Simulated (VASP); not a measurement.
# Ir (P6_3/mmc) in VASP: notebook

Runs on Ir. Level: LDA. Tasks: single point.

Program: VASP 6.6.1. These are calculated values, not measurements. Logs are shortened: lines on timing, memory, paths and dates and some standing lists are left out, and cuts for length are marked.

### Step 1. The cell of the first run

Symmetry: P6_3/mmc, No. 194, hexagonal system. Conventional cell: a = 2.805 Å, b = 2.805 Å, c = 4.550 Å, α = 90.00°, β = 90.00°, γ = 120.00°. Within 3.7 Å of Ir (site symmetry -6m2) lie 12 Ir at 2.79 to 2.81 Å.

### Step 2. Single point, LDA (volume scaled by 1.06)

File INCAR:

```
  PREC = Accurate
  ENCUT = 520
  EDIFF = 1E-6
  ISMEAR = -1
  SIGMA = 0.05
  LREAL = False
  LASPH = True
  NELM = 100
  ALGO = Fast
  ISIF = 2
  LWAVE = False
  LCHARG = False
  GGA = CA
  NBANDS = 16
```

File KPOINTS:

```
Automatic mesh
0
Gamma
  11 11 6
```

File POSCAR:

```
Ir
1.0
    2.8053401807      0.0000000000      0.0000000000
   -1.4026700903      2.4294958627      0.0000000000
    0.0000000000      0.0000000000      4.5498081014
Ir
2
Direct
    0.3333333333      0.6666666667      0.2500000000
    0.6666666667      0.3333333333      0.7500000000
```

Potentials or basis: VASP PAW LDA potentials, release 64 (Ir).

Started as:

```
$ cat potpaw_LDA.64/Ir/POTCAR > POTCAR
$ mpirun -np 1 vasp_std > vasp.out
```

OUTCAR:

```text
PREC = Accurate
   ENCUT = 520
   EDIFF = 1E-6
   ISMEAR = -1
   LREAL = False
   LASPH = True
   NELM = 100
   ISIF = 2
   GGA = CA

 ion  position               nearest neighbor table
   1  0.333  0.667  0.250-   2 2.79   2 2.79   2 2.79   2 2.79   2 2.79   2 2.79
   2  0.667  0.333  0.750-   1 2.79   1 2.79   1 2.79   1 2.79   1 2.79   1 2.79

  LATTYP: Found a hexagonal cell.
 ALAT       =     2.8053401807
 C/A-ratio  =     1.6218382828

  Lattice vectors:

 A1 = (   2.8053401807,   0.0000000000,   0.0000000000)
 A2 = (  -1.4026700903,   2.4294958627,   0.0000000000)
 A3 = (   0.0000000000,   0.0000000000,   4.5498081014)

Analysis of symmetry for initial positions (statically):
=====================================================================
 Subroutine PRICEL returns:
 Original cell was already a primitive cell.

 Routine SETGRP: Setting up the symmetry group for a
 hexagonal supercell.

 Subroutine GETGRP returns: Found 24 space group operations
 (whereof 12 operations were pure point group operations)
 out of a pool of 24 trial point group operations.

The static configuration has the point symmetry D_3d.
 The point group associated with its full space group is D_6h.

Analysis of symmetry for dynamics (positions and initial velocities):
=====================================================================
 Subroutine PRICEL returns:
 Original cell was already a primitive cell.

 Routine SETGRP: Setting up the symmetry group for a
 hexagonal supercell.

 Subroutine GETGRP returns: Found 24 space group operations
 (whereof 12 operations were pure point group operations)
 out of a pool of 24 trial point group operations.

The dynamic configuration has the point symmetry D_3d.
 The point group associated with its full space group is D_6h.

 Subroutine INISYM returns: Found 24 space group operations
 (whereof 12 operations are pure point group operations),
 and found     1 'primitive' translations

----------------------------------------------------------------------------------------

                                     Primitive cell

  volume of cell :      31.0095

  direct lattice vectors                    reciprocal lattice vectors
     2.805340181  0.000000000  0.000000000     0.356463008  0.205804014  0.000000000
    -1.402670090  2.429495863  0.000000000     0.000000000  0.411608028  0.000000000
     0.000000000  0.000000000  4.549808101     0.000000000  0.000000000  0.219789490

  length of vectors
     2.805340181  2.805340181  4.549808101     0.411608028  0.411608028  0.219789490
[... 82 lines left out ...]
   LREAL  =      F    real-space projection
   EDIFFG = 0.1E-04   stopping-criterion for IOM
   NSW    =      0    number of steps for IOM
   IBRION =     -1    ionic relax: 0-MD 1-quasi-New 2-CG
   NFREE  =      0    steps in history (QN), initial steepest desc. (CG)
   ISIF   =      2    stress and relaxation
   ISYM   =      2    0-nonsym 1-usesym 2-fastsym
   POTIM  = 0.5000    time-step for ionic-motion
   TEBEG  =    0.0;   TEEND  =   0.0 temperature during run
   PSTRESS=    0.0 pullay stress
   NELECT =      18.0000    total number of electrons
   NUPDOWN=      -1.0000    fix difference up-down
   EMIN   =  10.00;   EMAX   =-10.00  energy-range for DOS
   EFERMI =   0.00;   METHOD = LEGACY
   ISMEAR =    -1;   SIGMA  =   0.05  broadening in eV -4-tet -1-fermi 0-gaus
   EFERMI_NEDOS =   21; number of points for ismear=-14 and -15
   IALGO  =     68    algorithm
   IMIX   =      4    mixing-type and parameters
     AMIX     =   0.40;   BMIX     =  1.00
     AMIX_MAG =   1.60;   BMIX_MAG =  1.00
  volume/ion in A,a.u.               =      15.50       104.63
  Fermi-wavevector in a.u.,A,eV,Ry     =   1.365633  2.580673 25.374241  1.864954
  Thomas-Fermi vector in A             =   2.491844
   LORBIT       =      0    0 simple, 1 ext, 2 COOP (PROOUT), +10 PAW based schemes
   GGA     = CA    functional components
   LHFCALC =     F    Hartree Fock is set to
   AEXX    =    0.0000 exact exchange contribution
   IVDW    =     0    specifies the selected vdW correction
   LEPSILON=     F    determine dielectric tensor
   LRPA    =     F    only Hartree local field effects (RPA)
 non-spin polarized calculation
 RMM-DIIS sequential band-by-band and
  energy-cutoff  :      520.00
  volume of cell :       31.01
 maximum number of plane-waves:       846
 NGX is ok and might be reduce to    24
   NGX = 11   NGY = 11   NGZ = 17

 number of electron      18.0000003 magnetization

 Free energy of the ion-electron system (eV)
  ---------------------------------------------------
  ext. energy  EPLUGINS =         0.00000000
  ---------------------------------------------------
  free energy    TOTEN  =       -20.15160636 eV

  energy without entropy =      -20.12274664  energy(sigma->0) =      -20.13717650

 E-fermi :   8.8480     XC(G=0): -13.6148

 val. band max:        8.8379747221   @ k =   0.3636   0.1818   0.1667
 cond. band min:       8.8582934746   @ k =   0.2727   0.0909   0.3333
 fundamental gap:      0.0203187525
 Fermi energy:         8.8479733124

 k-point     1 :       0.0000    0.0000    0.0000
  band No.  band energies     occupation
      1      -1.3852      2.00000
      2       1.6040      2.00000
      3       5.4118      2.00000
      4       5.5180      2.00000
      5       5.5180      2.00000
      6       6.0840      2.00000
[... 433 lines left out ...]
      3       4.1759      2.00000
      4       4.3862      2.00000
      5       5.2605      2.00000
      6       5.8075      2.00000
[... 8 lines left out ...]
     15      23.4350      0.00000
     16      25.1576      0.00000

 [... further k-points ...]

------------------------ aborting loop because EDIFF is reached ----------------------------------------

  FORCE on cell =-STRESS in cart. coord.  units (eV):
  Direction    XX          YY          ZZ          XY          YZ          ZX
  --------------------------------------------------------------------------------------
  -------------------------------------------------------------------------------------
  Total       -6.0244964     -6.0244964     -6.1930111     -0.0000000      0.0000000      0.0000000
  in kB     -311.2694913   -311.2694913   -319.9761941     -0.0000000      0.0000000      0.0000000
  external PRESSURE =    -314.1717255 kB  Pullay stress =       0.0000000 kB

 VOLUME and BASIS-vectors are now :
 -----------------------------------------------------------------------------
  energy-cutoff  :      520.00
  volume of cell :       31.01
      direct lattice vectors                 reciprocal lattice vectors
     2.805340181  0.000000000  0.000000000     0.356463008  0.205804014  0.000000000
    -1.402670090  2.429495863  0.000000000     0.000000000  0.411608028  0.000000000
     0.000000000  0.000000000  4.549808101     0.000000000  0.000000000  0.219789490

 POSITION                                       TOTAL-FORCE (eV/Angst)
 -----------------------------------------------------------------------------------
     -0.00000      1.61966      1.13745        -0.000000      0.000000      0.000000
      1.40267      0.80983      3.41236         0.000000     -0.000000      0.000000
 -----------------------------------------------------------------------------------
    total drift:                                0.000000     -0.000000     -0.000000

  FREE ENERGIE OF THE ION-ELECTRON SYSTEM (eV)
  ---------------------------------------------------
  free  energy   TOTEN  =       -20.1516063635 eV

  energy  without entropy=      -20.1227466368  energy(sigma->0) =      -20.13717650
```

OSZICAR:

```text
N       E                     dE             d eps       ncg     rms          rms(c)
DAV:   1     0.138411904593E+03    0.13841E+03   -0.83190E+03  2048   0.112E+03
DAV:   2    -0.173245201257E+02   -0.15574E+03   -0.13958E+03  2048   0.302E+02
DAV:   3    -0.214059287374E+02   -0.40814E+01   -0.39911E+01  2880   0.581E+01
DAV:   4    -0.214515496313E+02   -0.45621E-01   -0.45593E-01  2312   0.529E+00
DAV:   5    -0.214529038516E+02   -0.13542E-02   -0.13542E-02  2880   0.936E-01    0.177E+01
RMM:   6    -0.202996884591E+02    0.11532E+01   -0.14692E+00  2057   0.132E+01    0.634E+00
RMM:   7    -0.201572361056E+02    0.14245E+00   -0.66493E-01  2118   0.561E+00    0.234E+00
RMM:   8    -0.201618464166E+02   -0.46103E-02   -0.77691E-02  2385   0.319E+00    0.199E+00
RMM:   9    -0.201619321248E+02   -0.85708E-04   -0.20961E-02  2381   0.105E+00    0.160E+00
RMM:  10    -0.201521244481E+02    0.98077E-02   -0.17901E-02  2147   0.181E+00    0.883E-01
RMM:  11    -0.201523173003E+02   -0.19285E-03   -0.10624E-03  2369   0.286E-01    0.648E-01
RMM:  12    -0.201520703038E+02    0.24700E-03   -0.28218E-04  2312   0.182E-01    0.455E-01
RMM:  13    -0.201517023469E+02    0.36796E-03   -0.37622E-04  2256   0.213E-01    0.196E-01
RMM:  14    -0.201516011228E+02    0.10122E-03   -0.31566E-04  2259   0.170E-01    0.146E-02
RMM:  15    -0.201516057191E+02   -0.45963E-05   -0.57398E-05  2446   0.624E-02    0.149E-02
RMM:  16    -0.201516063635E+02   -0.64448E-06   -0.71473E-06  2115   0.217E-02
   1 F= -.20151606E+02 E0= -.20137177E+02  d E =-.288597E-01
```

stdout:

```text
POSCAR found type information on POSCAR Ir
 POSCAR found :  1 types and       2 ions
 scaLAPACK will be used
 LDA part: xc-table for (Slater(with rela. corr.)+CA(PZ))
 , standard interpolation
 POSCAR, INCAR and KPOINTS ok, starting setup
 FFT: planning ... GRIDC
 FFT: planning ... GRID_SOFT
 FFT: planning ... GRID
 WAVECAR not read
 entering main loop
```

Run time: 15 s. Hardware: 1 thread of Intel Xeon 6975P-C (Granite Rapids), shared host; peak memory 0.15 GiB.

Results:

- Free energy: -20.1516 eV
- Pressure: -31.4 GPa
- Band gap on the k mesh: zero (band 9 reaches 9.67 eV, above the bottom of band 10 at 6.90 eV)

Levels at points of the mesh, in eV from the Fermi level:
| k point | band 6 | band 7 | band 8 | band 9 | band 10 | band 11 | band 12 | band 13 |
| --- | --- | --- | --- | --- | --- | --- | --- | --- |
| (0.00, 0.00, 0.00) | -2.76 | -2.76 | -2.07 | -2.07 | -0.51 | 0.25 | 0.25 | 6.27 |
| (0.00, 0.00, 0.50) | -3.44 | -3.44 | -3.44 | -0.41 | -0.41 | -0.41 | -0.41 | 13.44 |

Caveat: the cell differs from its parent crystal (volume scaled by 1.06); spin-orbit coupling is left out, which moves the levels of the heavy elements.

### Step 3. Single point, LDA

This run uses another cell than the first one, of 14.63 Å³/atom, 0.943 times its volume.

File INCAR:

```
PREC = Accurate ; ENCUT = 520
EDIFF = 1E-6 ; ISMEAR = -1
SIGMA = 0.05 ; LREAL = F
LASPH = T ; NELM = 60
ALGO = Normal ; ISIF = 2
LWAVE = F ; LCHARG = F
NBANDS = 16
```

File KPOINTS:

```
regular mesh
0
Gamma
  11 11 6
```

File POSCAR:

```
Ir
1.0
    2.7513778946      0.0000000000      0.0000000000
   -1.3756889473      2.3827631521      0.0000000000
    0.0000000000      0.0000000000      4.4622900000
Ir
2
Direct
    0.3333333333      0.6666666667      0.2500000000
    0.6666666667      0.3333333333      0.7500000000
```

Potentials or basis: VASP PAW LDA potentials, release 64 (Ir).

Started as:

```
$ cat potpaw_LDA.64/Ir/POTCAR > POTCAR
$ mpirun -np 1 vasp_std > vasp.out
```

Wall time 54 s (1 thread of Intel Xeon 6975P-C, shared host); peak memory 0.12 GiB.

Results (log left out):

- Free energy: -20.4150 eV
- Pressure: -15.8 GPa
- Band gap on the k mesh: zero (band 9 reaches 10.75 eV, above the bottom of band 10 at 7.68 eV)

Stress tensor (GPa, compression positive):
```
-15.59   0.00   0.00
  0.00 -15.59   0.00
  0.00   0.00 -16.16
```

Levels at points of the mesh, in eV from the Fermi level:
| k point | band 6 | band 7 | band 8 | band 9 | band 10 | band 11 | band 12 | band 13 |
| --- | --- | --- | --- | --- | --- | --- | --- | --- |
| (0.00, 0.00, 0.00) | -3.03 | -3.03 | -2.27 | -2.27 | -0.67 | 0.27 | 0.27 | 6.79 |
| (0.00, 0.00, 0.50) | -3.77 | -3.77 | -3.77 | -0.44 | -0.44 | -0.44 | -0.44 | 13.63 |

Caveat: spin-orbit coupling is left out, which moves the levels of the heavy elements.
